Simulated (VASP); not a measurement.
Crystal: Si7N.

```xyz
16
Lattice="7.4000 0.0000 0.0000 -3.7000 6.4086 0.0000 0.0000 0.0000 6.1000" Properties=species:S:1:pos:R:3 pbc="T T T"
Si    0.0000    4.2724    5.3375
Si    1.8500    5.3405    0.0000
Si   -1.8500    5.3405    0.0000
Si    0.0000    2.1362    0.0000
Si    1.8500    1.0681    5.3375
Si    3.7000    4.2724    5.3375
Si    5.5500    1.0681    5.3375
Si    3.7000    2.1362    2.2875
Si    3.7000    4.2724    3.0500
Si    1.8500    1.0681    3.0500
Si    5.5500    1.0681    3.0500
Si    0.0000    2.1362    2.2875
Si   -1.8500    5.3405    2.2875
Si    1.8500    5.3405    2.2875
N     0.0000    4.2724    3.2330
N     3.7000    2.1362    0.1830
```

| Quantity | Value |
| --- | --- |
| Program | VASP 6.6.1 |
| Task | relaxation of cell and atoms |
| Functional | PBE |
| Potentials or basis | VASP PAW PBE potentials, release 64 (Si, N) |
| Cutoff | 600 eV |
| k mesh | 3 × 3 × 3 |
| Occupations | gaussian, width 0.2 eV |
| Spin | no spin polarisation |

At the start: pressure 1.9 GPa; volume 18.08 Å³/atom.

Q: Where does the relaxation end?

A: Over 10 steps the energy falls by 237.7 meV/atom and the volume is 17.25 Å³/atom (-4.6 %); space group P6_3mc (No. 186, to 0.1 Å) before and after.

The path:
```tsv
step	energy change (eV)	largest force (eV/Å)	pressure (GPa)	volume (Å³)
1	0.0000	2.8463	1.87	289.28
2	-2.0158	1.5336	-4.12	298.18
3	-2.5889	0.9393	-7.60	305.65
4	-3.6520	1.0535	-2.12	281.82
5	-3.6644	1.1900	-1.33	279.30
6	-3.7950	0.1310	0.14	275.50
7	-3.7950	0.1261	0.13	275.53
8	-3.8004	0.1017	0.05	275.80
9	-3.8004	0.1002	0.05	275.82
10	-3.8031	0.0800	-0.05	276.08
```

Final structure:
```
CELL_PARAMETERS angstrom
7.35149 0.00000 0.00000
-3.67575 6.36658 0.00000
0.00000 0.00000 5.89859
ATOMIC_POSITIONS crystal
Si 0.33333 0.66667 0.82547
Si 0.65617 0.82809 0.00153
Si 0.17191 0.82809 0.00153
Si 0.17191 0.34383 0.00153
Si 0.37407 0.18703 0.89903
Si 0.81297 0.62593 0.89903
Si 0.81297 0.18703 0.89903
Si 0.66667 0.33333 0.32547
Si 0.82809 0.65617 0.50153
Si 0.34383 0.17191 0.50153
Si 0.82809 0.17191 0.50153
Si 0.18703 0.37407 0.39903
Si 0.18703 0.81297 0.39903
Si 0.62593 0.81297 0.39903
N 0.33333 0.66667 0.50283
N 0.66667 0.33333 0.00283
```

Caveat: the relaxation stopped at a loose force limit of 0.08 eV/Å, so its end isn't a converged minimum.
